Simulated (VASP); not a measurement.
# Bi (Pm-3m) in VASP: further runs

Runs on Bi. Level: PBE. Tasks: single point.

Everything below comes from runs of VASP 6.6.1. Logs are shortened: lines on timing, memory, paths and dates and some standing lists are left out, and cuts for length are marked.

### 1 The cell of the first run

The structure is cubic, space group Pm-3m (No. 221). Conventional cell: a = 3.341 Å, b = 3.341 Å, c = 3.341 Å, α = 90.00°, β = 90.00°, γ = 90.00°. Bi (site symmetry m-3m) has 6 Bi at 3.34 Å within 4.4 Å.

### 2 Single point, PBE

Input file INCAR:

```
SYSTEM = Bi
ALGO     = Normal         ! electronic algorithm
EDIFF    = 1E-6           ! SCF threshold, eV
ENCUT    = 500            ! plane-wave cutoff, eV
GGA      = PE             ! functional
GGA_COMPAT= .FALSE.      
ISIF     = 2              ! what is computed and relaxed
ISMEAR   = -1             ! smearing method
LASPH    = .TRUE.         ! aspherical terms in the spheres
LCHARG   = .FALSE.        ! write CHGCAR
LREAL    = .FALSE.        ! projectors in reciprocal space
LWAVE    = .FALSE.        ! write WAVECAR
NBANDS   = 14             ! bands
NELM     = 120            ! most SCF steps
PREC     = Accurate       ! precision mode
SIGMA    = 0.06122561905347299 ! smearing width, eV
```

Input file KPOINTS:

```
k-points
0
G
  11 11 11
  0 0 0
```

Input file POSCAR:

```
Bi
1.0
    3.3410314622      0.0000000000      0.0000000000
    0.0000000000      3.3410314622      0.0000000000
    0.0000000000      0.0000000000      3.3410314622
Bi
1
Direct
    0.0000000000      0.0000000000      0.0000000000
```

Potentials or basis: VASP PAW PBE potentials, release 64 (Bi_d).

Command:

```sh
$ cat potpaw_PBE.64/Bi_d/POTCAR > POTCAR
$ mpirun -np 1 vasp_std > vasp.out
```

OUTCAR:

```text
SYSTEM = Bi
   EDIFF = 1E-6
   ENCUT = 500
   GGA = PE
   ISIF = 2
   ISMEAR = -1
   LASPH = .TRUE.
   LREAL = .FALSE.
   NELM = 120
   PREC = Accurate

 ion  position               nearest neighbor table
   1  0.000  0.000  0.000-

  LATTYP: Found a simple cubic cell.
 ALAT       =     3.3410314622

  Lattice vectors:

 A1 = (   3.3410314622,   0.0000000000,   0.0000000000)
 A2 = (   0.0000000000,   3.3410314622,   0.0000000000)
 A3 = (   0.0000000000,   0.0000000000,   3.3410314622)

Analysis of symmetry for initial positions (statically):
=====================================================================
 Subroutine PRICEL returns:
 Original cell was already a primitive cell.

 Routine SETGRP: Setting up the symmetry group for a
 simple cubic supercell.

 Subroutine GETGRP returns: Found 48 space group operations
 (whereof 48 operations were pure point group operations)
 out of a pool of 48 trial point group operations.

The static configuration has the point symmetry O_h .

Analysis of symmetry for dynamics (positions and initial velocities):
=====================================================================
 Subroutine PRICEL returns:
 Original cell was already a primitive cell.

 Routine SETGRP: Setting up the symmetry group for a
 simple cubic supercell.

 Subroutine GETGRP returns: Found 48 space group operations
 (whereof 48 operations were pure point group operations)
 out of a pool of 48 trial point group operations.

The dynamic configuration has the point symmetry O_h .

 Subroutine INISYM returns: Found 48 space group operations
 (whereof 48 operations are pure point group operations),
 and found     1 'primitive' translations

----------------------------------------------------------------------------------------

                                     Primitive cell

  volume of cell :      37.2942

  direct lattice vectors                    reciprocal lattice vectors
     3.341031462  0.000000000  0.000000000     0.299308765  0.000000000  0.000000000
     0.000000000  3.341031462  0.000000000     0.000000000  0.299308765  0.000000000
     0.000000000  0.000000000  3.341031462     0.000000000  0.000000000  0.299308765

  length of vectors
     3.341031462  3.341031462  3.341031462     0.299308765  0.299308765  0.299308765

  position of ions in fractional coordinates (direct lattice)
     0.000000000  0.000000000  0.000000000

  ion indices of the primitive-cell ions
   primitive index   ion index
                 1           1

----------------------------------------------------------------------------------------

 KPOINTS: k-points

Automatic generation of k-mesh.
 Grid dimensions read from file:
 generate k-points for:   11   11   11

 Generating k-lattice:

  Cartesian coordinates                     Fractional coordinates (reciprocal lattice)
     0.027209888  0.000000000  0.000000000     0.090909091  0.000000000  0.000000000
     0.000000000  0.027209888  0.000000000     0.000000000  0.090909091  0.000000000
     0.000000000  0.000000000  0.027209888     0.000000000  0.000000000  0.090909091

  Length of vectors
     0.027209888  0.027209888  0.027209888

  Shift w.r.t. Gamma in fractional coordinates (k-lattice)
     0.000000000  0.000000000  0.000000000

 Subroutine IBZKPT returns following result:
 ===========================================

 Found     56 irreducible k-points:

 Following reciprocal coordinates:
            Coordinates               Weight
  0.000000  0.000000  0.000000      1.000000
  0.090909  0.000000  0.000000      6.000000
  0.181818  0.000000  0.000000      6.000000
  0.272727  0.000000  0.000000      6.000000
  0.363636  0.000000  0.000000      6.000000
  0.454545  0.000000  0.000000      6.000000
[... 16 lines left out ...]
  0.181818  0.090909  0.090909     24.000000
  0.272727  0.090909  0.090909     24.000000
 [... further k-points ...]
   k-points           NKPTS =     56   k-points in BZ     NKDIM =     56   number of bands    NBANDS=     14
   number of dos      NEDOS =    301   number of ions     NIONS =      1
   total plane-waves  NPLWV =  13824
   dimension x,y,z NGX =    24 NGY =   24 NGZ =   24
   dimension x,y,z NGXF=    48 NGYF=   48 NGZF=   48
   ions per type =               1
   NGX,Y,Z   is equivalent  to a cutoff of  11.94, 11.94, 11.94 a.u.
   NGXF,Y,Z  is equivalent  to a cutoff of  23.88, 23.88, 23.88 a.u.
 SYSTEM =  Bi
   PREC   = accura    normal or accurate (medium, high low for compatibility)
   ISTART =      0    job   : 0-new  1-cont  2-samecut
   ICHARG =      2    charge: 1-file 2-atom 10-const
   ISPIN  =      1    spin polarized calculation?
   LNONCOLLINEAR =      F non collinear calculations
   LSORBIT =      F    spin-orbit coupling
   LASPH  =      T    aspherical Exc in radial PAW
   ENCUT  =  500.0 eV  36.75 Ry    6.06 a.u.   6.09  6.09  6.09*2*pi/ulx,y,z
   NELM   =    120;   NELMIN=  2; NELMDL= -5     # of ELM steps
   EDIFF  = 0.1E-05   stopping-criterion for ELM
   LREAL  =      F    real-space projection
   EDIFFG = 0.1E-04   stopping-criterion for IOM
   NSW    =      0    number of steps for IOM
   IBRION =     -1    ionic relax: 0-MD 1-quasi-New 2-CG
   NFREE  =      0    steps in history (QN), initial steepest desc. (CG)
   ISIF   =      2    stress and relaxation
   ISYM   =      2    0-nonsym 1-usesym 2-fastsym
   POTIM  = 0.5000    time-step for ionic-motion
   TEBEG  =    0.0;   TEEND  =   0.0 temperature during run
   PSTRESS=    0.0 pullay stress
   NELECT =      15.0000    total number of electrons
   NUPDOWN=      -1.0000    fix difference up-down
   EMIN   =  10.00;   EMAX   =-10.00  energy-range for DOS
   EFERMI =   0.00;   METHOD = LEGACY
   ISMEAR =    -1;   SIGMA  =   0.06  broadening in eV -4-tet -1-fermi 0-gaus
   EFERMI_NEDOS =   21; number of points for ismear=-14 and -15
   IALGO  =     38    algorithm
   IMIX   =      4    mixing-type and parameters
     AMIX     =   0.40;   BMIX     =  1.00
     AMIX_MAG =   1.60;   BMIX_MAG =  1.00
  volume/ion in A,a.u.               =      37.29       251.67
  Fermi-wavevector in a.u.,A,eV,Ry     =   1.208439  2.283618 19.868921  1.460324
  Thomas-Fermi vector in A             =   2.344047
   LORBIT       =      0    0 simple, 1 ext, 2 COOP (PROOUT), +10 PAW based schemes
   GGA     = PE    functional components
   LHFCALC =     F    Hartree Fock is set to
   AEXX    =    0.0000 exact exchange contribution
   IVDW    =     0    specifies the selected vdW correction
   LEPSILON=     F    determine dielectric tensor
   LRPA    =     F    only Hartree local field effects (RPA)
 non-spin polarized calculation
  energy-cutoff  :      500.00
  volume of cell :       37.29
 maximum number of plane-waves:       959
   NGX = 13   NGY = 13   NGZ = 13

 number of electron      14.9999994 magnetization

 Free energy of the ion-electron system (eV)
  ---------------------------------------------------
  ext. energy  EPLUGINS =         0.00000000
  ---------------------------------------------------
  free energy    TOTEN  =        -3.82328043 eV

  energy without entropy =       -3.81408246  energy(sigma->0) =       -3.81868145

 E-fermi :   5.6237     XC(G=0):  -9.3067

 val. band max:        5.5404934266   @ k =   0.1818   0.0909   0.0000
 cond. band min:       5.6379962357   @ k =   0.1818   0.0909   0.0909
 fundamental gap:      0.0975028091
 Fermi energy:         5.6236682468

 k-point     1 :       0.0000    0.0000    0.0000
  band No.  band energies     occupation
      1     -17.1753      2.00000
      2     -17.1753      2.00000
      3     -16.9309      2.00000
      4     -16.9309      2.00000
      5     -16.9309      2.00000
      6      -6.9379      2.00000
      7       8.6116      0.00000
      8       8.6116      0.00000
      9       8.6116      0.00000
     10      11.5697      0.00000
     11      13.2686      0.00000
     12      13.2686      0.00000
     13      22.2712      0.00000
     14      22.2712      0.00000

 k-point     2 :       0.0909    0.0000    0.0000
  band No.  band energies     occupation
      1     -17.1745      2.00000
      2     -17.1586      2.00000
      3     -16.9360      2.00000
      4     -16.9360      2.00000
      5     -16.9305      2.00000
      6      -6.8464      2.00000
      7       7.4029      0.00000
      8       8.7134      0.00000
      9       8.7134      0.00000
     10      12.0312      0.00000
     11      13.3494      0.00000
     12      14.3009      0.00000
     13      21.5133      0.00000
     14      21.9376      0.00000

 k-point     3 :       0.1818    0.0000    0.0000
  band No.  band energies     occupation
      1     -17.1724      2.00000
      2     -17.1138      2.00000
      3     -16.9494      2.00000
      4     -16.9494      2.00000
      5     -16.9295      2.00000
      6      -6.5803      2.00000
      7       5.4430      1.90058
      8       9.0033      0.00000
      9       9.0033      0.00000
     10      12.4634      0.00000
     11      13.5926      0.00000
     12      16.6822      0.00000
     13      20.1089      0.00000
     14      20.5920      0.00000
[... 324 lines left out ...]
 k-point    23 :       0.1818    0.0909    0.0909
  band No.  band energies     occupation
      1     -17.1470      2.00000
      2     -17.1038      2.00000
      3     -16.9545      2.00000
      4     -16.9542      2.00000
      5     -16.9395      2.00000
      6      -6.3981      2.00000
      7       5.6380      0.88352
      8       7.8190      0.00000
      9       8.0173      0.00000
     10      14.0148      0.00000
     11      14.8655      0.00000
     12      16.7591      0.00000
     13      18.6128      0.00000
     14      18.7892      0.00000

 k-point    24 :       0.2727    0.0909    0.0909
  band No.  band energies     occupation
      1     -17.1443      2.00000
      2     -17.0446      2.00000
      3     -16.9724      2.00000
      4     -16.9720      2.00000
      5     -16.9381      2.00000
      6      -5.9918      2.00000
      7       3.8105      2.00000
      8       8.2587      0.00000
      9       8.4465      0.00000
     10      14.3455      0.00000
     11      15.1492      0.00000
     12      16.9728      0.00000
     13      17.2528      0.00000
     14      19.8083      0.00000

 [... further k-points ...]

------------------------ aborting loop because EDIFF is reached ----------------------------------------

  FORCE on cell =-STRESS in cart. coord.  units (eV):
  Direction    XX          YY          ZZ          XY          YZ          ZX
  --------------------------------------------------------------------------------------
  -------------------------------------------------------------------------------------
  Total       -0.5440635     -0.5440635     -0.5440635      0.0000000      0.0000000     -0.0000000
  in kB      -23.3732158    -23.3732158    -23.3732158      0.0000000      0.0000000     -0.0000000
  external PRESSURE =     -23.3732158 kB  Pullay stress =       0.0000000 kB

 VOLUME and BASIS-vectors are now :
 -----------------------------------------------------------------------------
  energy-cutoff  :      500.00
  volume of cell :       37.29
      direct lattice vectors                 reciprocal lattice vectors
     3.341031462  0.000000000  0.000000000     0.299308765  0.000000000  0.000000000
     0.000000000  3.341031462  0.000000000     0.000000000  0.299308765  0.000000000
     0.000000000  0.000000000  3.341031462     0.000000000  0.000000000  0.299308765

 POSITION                                       TOTAL-FORCE (eV/Angst)
 -----------------------------------------------------------------------------------
      0.00000      0.00000      0.00000         0.000000      0.000000      0.000000
 -----------------------------------------------------------------------------------
    total drift:                                0.000000     -0.000000      0.000000

  FREE ENERGIE OF THE ION-ELECTRON SYSTEM (eV)
  ---------------------------------------------------
  free  energy   TOTEN  =        -3.8232804324 eV

  energy  without entropy=       -3.8140824610  energy(sigma->0) =       -3.81868145
```

It took 9.8 s on 1 thread of Intel Xeon Platinum 8375C at 2.90GHz (Ice Lake), shared host; peak memory 0.15 GiB.

What came out:

```yaml
Free_energy: -3.8233 eV
Pressure: -2.3 GPa
```

Caveat: spin-orbit coupling is left out, which moves the levels of the heavy elements.

(Part 1 of 2 ends here.)
